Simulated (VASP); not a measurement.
# Zn3BH4 (P-43m) in VASP: a series of runs

Runs on Zn3BH4. Level: PBE. Tasks: single point.

All numbers are computed with VASP 6.6.1; they aren't measurements. Logs are shortened: lines on timing, memory, paths and dates and some standing lists are left out, and cuts for length are marked.

## (1) The cell of the first run

Symmetry: P-43m, No. 215, cubic system. The conventional cell has a = 4.585 Å, b = 4.585 Å, c = 4.585 Å, α = 90.00°, β = 90.00°, γ = 90.00°. Within 3.1 Å of Zn (site symmetry -42m) lie 4 H at 2.35 Å. B (site symmetry -43m) has 4 H at 1.23 Å within 1.7 Å. H (site symmetry 3m) has 1 B at 1.23 Å within 1.7 Å.

## (2) Single point, PBE

The input, INCAR:

```
SYSTEM = Zn3BH4
PREC = Accurate
ENCUT = 520
EDIFF = 1E-7
ISMEAR = 0
SIGMA = 0.1
LREAL = .False.
LASPH = .True.
NELM = 100
ALGO = Normal
ISIF = 2
LWAVE = .False.
LCHARG = .False.
GGA = PE
NBANDS = 32
```

The input, KPOINTS:

```
regular mesh
0
Gamma
  8 8 8
  0 0 0
```

The input, POSCAR:

```
Zn3BH4
1.0
    4.5846351681      0.0000000000      0.0000000000
    0.0000000000      4.5846351681      0.0000000000
    0.0000000000      0.0000000000      4.5846351681
Zn B H
3 1 4
Direct
    0.0000000000      0.0000000000      0.5000000000
    0.0000000000      0.5000000000      0.0000000000
    0.5000000000      0.0000000000      0.0000000000
    0.5000000000      0.5000000000      0.5000000000
    0.6552105202      0.6552105202      0.3447894798
    0.6552105202      0.3447894798      0.6552105202
    0.3447894798      0.6552105202      0.6552105202
    0.3447894798      0.3447894798      0.3447894798
```

Potentials or basis: VASP PAW PBE potentials, release 64 (Zn, B, H).

On the command line:

```console
cat potpaw_PBE.64/Zn/POTCAR potpaw_PBE.64/B/POTCAR potpaw_PBE.64/H/POTCAR > POTCAR
mpirun -np 1 vasp_std > vasp.out
```

OUTCAR:

```text
SYSTEM = Zn3BH4
   PREC = Accurate
   ENCUT = 520
   EDIFF = 1E-7
   ISMEAR = 0
   LREAL = .False.
   LASPH = .True.
   NELM = 100
   ISIF = 2
   GGA = PE

 ion  position               nearest neighbor table
   1  0.000  0.000  0.500-
   2  0.000  0.500  0.000-
   3  0.500  0.000  0.000-
   4  0.500  0.500  0.500-   5 1.23   6 1.23   7 1.23   8 1.23
   5  0.655  0.655  0.345-   4 1.23
   6  0.655  0.345  0.655-   4 1.23
   7  0.345  0.655  0.655-   4 1.23
   8  0.345  0.345  0.345-   4 1.23

  LATTYP: Found a simple cubic cell.
 ALAT       =     4.5846351681

  Lattice vectors:

 A1 = (   4.5846351681,   0.0000000000,   0.0000000000)
 A2 = (   0.0000000000,   4.5846351681,   0.0000000000)
 A3 = (   0.0000000000,   0.0000000000,   4.5846351681)

Analysis of symmetry for initial positions (statically):
=====================================================================
 Subroutine PRICEL returns:
 Original cell was already a primitive cell.

 Routine SETGRP: Setting up the symmetry group for a
 simple cubic supercell.

 Subroutine GETGRP returns: Found 24 space group operations
 (whereof 24 operations were pure point group operations)
 out of a pool of 48 trial point group operations.

The static configuration has the point symmetry T_d .

Analysis of symmetry for dynamics (positions and initial velocities):
=====================================================================
 Subroutine PRICEL returns:
 Original cell was already a primitive cell.

 Routine SETGRP: Setting up the symmetry group for a
 simple cubic supercell.

 Subroutine GETGRP returns: Found 24 space group operations
 (whereof 24 operations were pure point group operations)
 out of a pool of 48 trial point group operations.

The dynamic configuration has the point symmetry T_d .

 Subroutine INISYM returns: Found 24 space group operations
 (whereof 24 operations are pure point group operations),
 and found     1 'primitive' translations

----------------------------------------------------------------------------------------

                                     Primitive cell

  volume of cell :      96.3639

  direct lattice vectors                    reciprocal lattice vectors
     4.584635168  0.000000000  0.000000000     0.218119864  0.000000000  0.000000000
     0.000000000  4.584635168  0.000000000     0.000000000  0.218119864  0.000000000
     0.000000000  0.000000000  4.584635168     0.000000000  0.000000000  0.218119864

  length of vectors
     4.584635168  4.584635168  4.584635168     0.218119864  0.218119864  0.218119864

  position of ions in fractional coordinates (direct lattice)
     0.000000000  0.000000000  0.500000000
     0.000000000  0.500000000  0.000000000
     0.500000000  0.000000000  0.000000000
     0.500000000  0.500000000  0.500000000
     0.655210520  0.655210520  0.344789480
     0.655210520  0.344789480  0.655210520
     0.344789480  0.655210520  0.655210520
     0.344789480  0.344789480  0.344789480

  ion indices of the primitive-cell ions
   primitive index   ion index
                 1           1
                 2           2
                 3           3
                 4           4
                 5           5
                 6           6
                 7           7
                 8           8

----------------------------------------------------------------------------------------

 KPOINTS: regular mesh

Automatic generation of k-mesh.
 Grid dimensions read from file:
 generate k-points for:    8    8    8

 Generating k-lattice:

  Cartesian coordinates                     Fractional coordinates (reciprocal lattice)
     0.027264983  0.000000000  0.000000000     0.125000000  0.000000000  0.000000000
     0.000000000  0.027264983  0.000000000     0.000000000  0.125000000  0.000000000
     0.000000000  0.000000000  0.027264983     0.000000000  0.000000000  0.125000000

  Length of vectors
     0.027264983  0.027264983  0.027264983

  Shift w.r.t. Gamma in fractional coordinates (k-lattice)
     0.000000000  0.000000000  0.000000000

 Subroutine IBZKPT returns following result:
 ===========================================

 Found     35 irreducible k-points:

 Following reciprocal coordinates:
            Coordinates               Weight
  0.000000  0.000000  0.000000      1.000000
  0.125000  0.000000  0.000000      6.000000
  0.250000  0.000000  0.000000      6.000000
  0.375000  0.000000  0.000000      6.000000
  0.500000  0.000000  0.000000      3.000000
  0.125000  0.125000  0.000000     12.000000
[... 16 lines left out ...]
  0.375000  0.375000  0.125000     24.000000
  0.500000  0.375000  0.125000     24.000000
 [... further k-points ...]
   k-points           NKPTS =     35   k-points in BZ     NKDIM =     35   number of bands    NBANDS=     32
   number of dos      NEDOS =    301   number of ions     NIONS =      8
   total plane-waves  NPLWV =  46656
   dimension x,y,z NGX =    36 NGY =   36 NGZ =   36
   dimension x,y,z NGXF=    72 NGYF=   72 NGZF=   72
   ions per type =               3   1   4
   NGX,Y,Z   is equivalent  to a cutoff of  13.05, 13.05, 13.05 a.u.
   NGXF,Y,Z  is equivalent  to a cutoff of  26.11, 26.11, 26.11 a.u.
 SYSTEM =  Zn3BH4
   PREC   = accura    normal or accurate (medium, high low for compatibility)
   ISTART =      0    job   : 0-new  1-cont  2-samecut
   ICHARG =      2    charge: 1-file 2-atom 10-const
   ISPIN  =      1    spin polarized calculation?
   LNONCOLLINEAR =      F non collinear calculations
   LSORBIT =      F    spin-orbit coupling
   LASPH  =      T    aspherical Exc in radial PAW
   ENCUT  =  520.0 eV  38.22 Ry    6.18 a.u.   8.52  8.52  8.52*2*pi/ulx,y,z
   NELM   =    100;   NELMIN=  2; NELMDL= -5     # of ELM steps
   EDIFF  = 0.1E-06   stopping-criterion for ELM
   LREAL  =      F    real-space projection
   EDIFFG = 0.1E-05   stopping-criterion for IOM
   NSW    =      0    number of steps for IOM
   IBRION =     -1    ionic relax: 0-MD 1-quasi-New 2-CG
   NFREE  =      0    steps in history (QN), initial steepest desc. (CG)
   ISIF   =      2    stress and relaxation
   ISYM   =      2    0-nonsym 1-usesym 2-fastsym
   POTIM  = 0.5000    time-step for ionic-motion
   TEBEG  =    0.0;   TEEND  =   0.0 temperature during run
   PSTRESS=    0.0 pullay stress
   NELECT =      43.0000    total number of electrons
   NUPDOWN=      -1.0000    fix difference up-down
   EMIN   =  10.00;   EMAX   =-10.00  energy-range for DOS
   EFERMI =   0.00;   METHOD = LEGACY
   ISMEAR =     0;   SIGMA  =   0.10  broadening in eV -4-tet -1-fermi 0-gaus
   EFERMI_NEDOS =   21; number of points for ismear=-14 and -15
   IALGO  =     38    algorithm
   IMIX   =      4    mixing-type and parameters
     AMIX     =   0.40;   BMIX     =  1.00
     AMIX_MAG =   1.60;   BMIX_MAG =  1.00
  volume/ion in A,a.u.               =      12.05        81.29
  Fermi-wavevector in a.u.,A,eV,Ry     =   1.251006  2.364059 21.293349  1.565017
  Thomas-Fermi vector in A             =   2.384974
   LORBIT       =      0    0 simple, 1 ext, 2 COOP (PROOUT), +10 PAW based schemes
   GGA     = PE    functional components
   LHFCALC =     F    Hartree Fock is set to
   AEXX    =    0.0000 exact exchange contribution
   IVDW    =     0    specifies the selected vdW correction
   LEPSILON=     F    determine dielectric tensor
   LRPA    =     F    only Hartree local field effects (RPA)
 non-spin polarized calculation
 Gauss-broadening in eV      SIGMA  =   0.10
  energy-cutoff  :      520.00
  volume of cell :       96.36
 maximum number of plane-waves:      2624
 NGX is ok and might be reduce to    36
   NGX = 17   NGY = 17   NGZ = 17

 number of electron      42.9999995 magnetization

 Free energy of the ion-electron system (eV)
  ---------------------------------------------------
  ext. energy  EPLUGINS =         0.00000000
  ---------------------------------------------------
  free energy    TOTEN  =       -20.51582692 eV

  energy without entropy =      -20.50446306  energy(sigma->0) =      -20.51014499

 E-fermi :   0.4228     XC(G=0):  -9.3829

 val. band max:        0.3958854242   @ k =   0.5000   0.1250   0.1250
 cond. band min:       0.4309045427   @ k =   0.2500   0.2500   0.1250
 fundamental gap:      0.0350191185
 Fermi energy:         0.4227716909

 k-point     1 :       0.0000    0.0000    0.0000
  band No.  band energies     occupation
      1      -9.5220      2.00000
      2      -6.2985      2.00000
      3      -6.2809      2.00000
      4      -6.2809      2.00000
      5      -6.2809      2.00000
      6      -6.1596      2.00000
[... 24 lines left out ...]
     31       7.7615      0.00000
     32       8.5173      0.00000

 k-point     2 :       0.1250    0.0000    0.0000
  band No.  band energies     occupation
      1      -9.4575      2.00000
      2      -6.2850      2.00000
      3      -6.2751      2.00000
      4      -6.2751      2.00000
      5      -6.2743      2.00000
      6      -6.1607      2.00000
[... 24 lines left out ...]
     31       8.8360      0.00000
     32       8.8437      0.00000

 k-point     3 :       0.2500    0.0000    0.0000
  band No.  band energies     occupation
      1      -9.2832      2.00000
      2      -6.2891      2.00000
      3      -6.2609      2.00000
      4      -6.2609      2.00000
      5      -6.2280      2.00000
      6      -6.1708      2.00000
[... 24 lines left out ...]
     31       9.7745      0.00000
     32       9.7765      0.00000

 k-point     4 :       0.3750    0.0000    0.0000
  band No.  band energies     occupation
      1      -9.0703      2.00000
      2      -6.3686      2.00000
      3      -6.2471      2.00000
      4      -6.2471      2.00000
      5      -6.1891      2.00000
      6      -6.1674      2.00000
[... 654 lines left out ...]
     31       9.0103      0.00000
     32      10.7154      0.00000

 k-point    23 :       0.3750    0.3750    0.1250
  band No.  band energies     occupation
      1      -8.7346      2.00000
      2      -6.3487      2.00000
      3      -6.2322      2.00000
      4      -6.2105      2.00000
      5      -6.1291      2.00000
      6      -6.1076      2.00000
[... 24 lines left out ...]
     31      10.0677      0.00000
     32      10.5754      0.00000

 k-point    24 :       0.5000    0.3750    0.1250
  band No.  band energies     occupation
      1      -8.6763      2.00000
      2      -6.3098      2.00000
      3      -6.2552      2.00000
      4      -6.2224      2.00000
      5      -6.1175      2.00000
      6      -6.1081      2.00000
[... 24 lines left out ...]
     31       9.8195      0.00000
     32      10.8217      0.00000

 [... further k-points ...]
[... 5 lines left out ...]
  --------------------------------------------------------------------------------------
  -------------------------------------------------------------------------------------
  Total       -0.0175043     -0.0175043     -0.0175043      0.0000000     -0.0000000     -0.0000000
  in kB       -0.2910325     -0.2910325     -0.2910325      0.0000000     -0.0000000     -0.0000000
  external PRESSURE =      -0.2910325 kB  Pullay stress =       0.0000000 kB

 VOLUME and BASIS-vectors are now :
 -----------------------------------------------------------------------------
  energy-cutoff  :      520.00
  volume of cell :       96.36
      direct lattice vectors                 reciprocal lattice vectors
     4.584635168  0.000000000  0.000000000     0.218119864  0.000000000  0.000000000
     0.000000000  4.584635168  0.000000000     0.000000000  0.218119864  0.000000000
     0.000000000  0.000000000  4.584635168     0.000000000  0.000000000  0.218119864

 POSITION                                       TOTAL-FORCE (eV/Angst)
 -----------------------------------------------------------------------------------
      0.00000      0.00000      2.29232        -0.000000      0.000000     -0.000000
      0.00000      2.29232      0.00000        -0.000000      0.000000     -0.000000
      2.29232      0.00000      0.00000        -0.000000      0.000000     -0.000000
      2.29232      2.29232      2.29232        -0.000000      0.000000     -0.000000
      3.00390      3.00390      1.58073         0.005554      0.005554     -0.005554
      3.00390      1.58073      3.00390         0.005554     -0.005554      0.005554
      1.58073      3.00390      3.00390        -0.005554      0.005554      0.005554
      1.58073      1.58073      1.58073        -0.005554     -0.005554     -0.005554
 -----------------------------------------------------------------------------------
    total drift:                                0.000000      0.000000     -0.000000

  FREE ENERGIE OF THE ION-ELECTRON SYSTEM (eV)
  ---------------------------------------------------
  free  energy   TOTEN  =       -20.5158269186 eV

  energy  without entropy=      -20.5044630638  energy(sigma->0) =      -20.51014499
```

Wall time 70 s (1 thread of AMD EPYC 9R45 (Zen 5), shared host); peak memory 0.23 GiB.

What came out:

| Quantity | Value |
| --- | --- |
| Free energy | -20.5158 eV |
| Pressure | 0.0 GPa |
| Largest force | 0.010 eV/Å |

Forces on the atoms (eV/Å):
```
Zn   0.000  0.000  0.000
Zn   0.000  0.000  0.000
Zn   0.000  0.000  0.000
B    0.000  0.000  0.000
H    0.006  0.006 -0.006
H    0.006 -0.006  0.006
H   -0.006  0.006  0.006
H   -0.006 -0.006 -0.006
```

## (3) Single point, PBE

This run uses another cell than the first one, of 10.80 Å³/atom, 0.896 times its volume.

The input, INCAR:

```
SYSTEM = Zn3BH4
ALGO = Normal
EDIFF = 1E-7
ENCUT = 520
GGA = PE
ISIF = 2
ISMEAR = 0
LASPH = .True.
LCHARG = .False.
LREAL = .False.
LWAVE = .False.
NBANDS = 32
NELM = 100
PREC = Accurate
SIGMA = 0.1
```

The input, KPOINTS:

```
k-points
0
Gamma
  4 4 4
  0 0 0
```

The input, POSCAR:

```
Zn3BH4
1.0
    4.4204062300      0.0000000000      0.0000000000
    0.0000000000      4.4204062300      0.0000000000
    0.0000000000      0.0000000000      4.4204062300
Zn B H
3 1 4
Direct
    0.0000000000      0.0000000000      0.5000000000
    0.0000000000      0.5000000000      0.0000000000
    0.5000000000      0.0000000000      0.0000000000
    0.5000000000      0.5000000000      0.5000000000
    0.7563347300      0.7563347300      0.2436652700
    0.7563347300      0.2436652700      0.7563347300
    0.2436652700      0.7563347300      0.7563347300
    0.2436652700      0.2436652700      0.2436652700
```

Potentials or basis: VASP PAW PBE potentials, release 64 (Zn, B, H).

On the command line:

```console
cat potpaw_PBE.64/Zn/POTCAR potpaw_PBE.64/B/POTCAR potpaw_PBE.64/H/POTCAR > POTCAR
mpirun -np 1 vasp_std > vasp.out
```

Wall time 22 s (1 thread of AMD EPYC 9R45 (Zen 5), shared host); peak memory 0.18 GiB.

The run converged. Its results:

```yaml
Free_energy: -16.9167 eV
Pressure: -4.4 GPa
Largest_force: 0.298 eV/Å
```

Forces in eV/Å, atoms in the order of the input:
```
Zn   0.000  0.000  0.000
Zn   0.000  0.000  0.000
Zn   0.000  0.000  0.000
B    0.000  0.000  0.000
H   -0.172 -0.172  0.172
H   -0.172  0.172 -0.172
H    0.172 -0.172 -0.172
H    0.172  0.172  0.172
```

Levels at points of the mesh, in eV from the Fermi level:
```csv
k point,band 18,band 19,band 20,band 21,band 22,band 23,band 24,band 25
"(0.00, 0.00, 0.00)",-4.88,-4.88,-3.22,-0.60,-0.60,2.36,2.36,2.36
"(0.50, 0.00, 0.00)",-4.01,-4.01,-2.35,0.22,0.29,0.29,0.99,2.49
"(0.50, 0.50, 0.00)",-6.21,-6.21,-0.94,-0.45,0.62,0.62,1.66,1.66
"(0.50, 0.50, 0.50)",-5.66,-5.66,-4.26,-2.92,-2.92,-2.92,4.79,4.79
```

## (4) Single point, PBE

This run uses another cell than the first one, of 11.92 Å³/atom, 0.989 times its volume.

The input, INCAR:

```
SYSTEM = Zn3BH4
PREC = Accurate
ENCUT = 520
EDIFF = 1E-7
ISMEAR = 0
SIGMA = 0.1
LREAL = .False.
LASPH = .True.
NELM = 100
ALGO = Normal
ISIF = 2
LWAVE = .False.
LCHARG = .True.
GGA = PE
LELF = .True.
LVHAR = .True.
NBANDS = 32
```

The input, KPOINTS:

```
regular mesh
0
Gamma
  4 4 4
  0 0 0
```

The input, POSCAR:

```
Zn3BH4
1.0
    4.5681927856      0.0000000000      0.0000000000
    0.0000000000      4.5681927856      0.0000000000
    0.0000000000      0.0000000000      4.5681927856
Zn B H
3 1 4
Direct
    0.0000000000      0.0000000000      0.5000000000
    0.0000000000      0.5000000000      0.0000000000
    0.5000000000      0.0000000000      0.0000000000
    0.5000000000      0.5000000000      0.5000000000
    0.6561474802      0.6561474802      0.3438525198
    0.6561474802      0.3438525198      0.6561474802
    0.3438525198      0.6561474802      0.6561474802
    0.3438525198      0.3438525198      0.3438525198
```

On the command line:

```console
cat potpaw_PBE.64/Zn/POTCAR potpaw_PBE.64/B/POTCAR potpaw_PBE.64/H/POTCAR > POTCAR
mpirun -np 1 vasp_std > vasp.out
```

It took 94 s on 1 thread of AMD EPYC 7R13 (Zen 3), shared host; peak memory 0.18 GiB.

Results (log left out):

```
Free energy : -20.5681 eV
Pressure    : 0.0 GPa
```

Forces on the atoms (eV/Å):
```
Zn   0.000  0.000  0.000
Zn   0.000  0.000  0.000
Zn   0.000  0.000  0.000
B    0.000  0.000  0.000
H    0.001  0.001 -0.001
H    0.001 -0.001  0.001
H   -0.001  0.001  0.001
H   -0.001 -0.001 -0.001
```

Levels at points of the mesh, in eV from the Fermi level:
```tsv
k point	band 19	band 20	band 21	band 22	band 23	band 24
(0.00, 0.00, 0.00)	-4.39	-3.67	0.24	0.24	2.95	2.95
(0.50, 0.00, 0.00)	-3.91	-1.88	-0.94	0.99	1.87	1.87
(0.50, 0.50, 0.00)	-4.57	-2.39	-0.02	-0.02	1.79	3.40
(0.50, 0.50, 0.50)	-5.04	-1.89	-1.89	-1.89	-1.26	4.07
```

## (5) The runs side by side

| cell | k mesh | gap on the mesh (eV) | pressure (GPa) | largest force (eV/Å) |
| --- | --- | --- | --- | --- |
| a = 4.585 Å, 8 atoms | 8 × 8 × 8 | none | 0.0 | 0.01 |
| a = 4.420 Å, 8 atoms | 4 × 4 × 4 | none | -4.4 | 0.30 |
| a = 4.568 Å, 8 atoms | 4 × 4 × 4 | none | 0.0 | - |

Alike in all rows: task single point; level PBE; potentials or basis VASP PAW PBE potentials, release 64 (Zn, B, H); no spin polarisation; cutoff (eV) 520; smearing gaussian 0.1 eV.

Absolute energies hang on the potentials; compare differences alone.
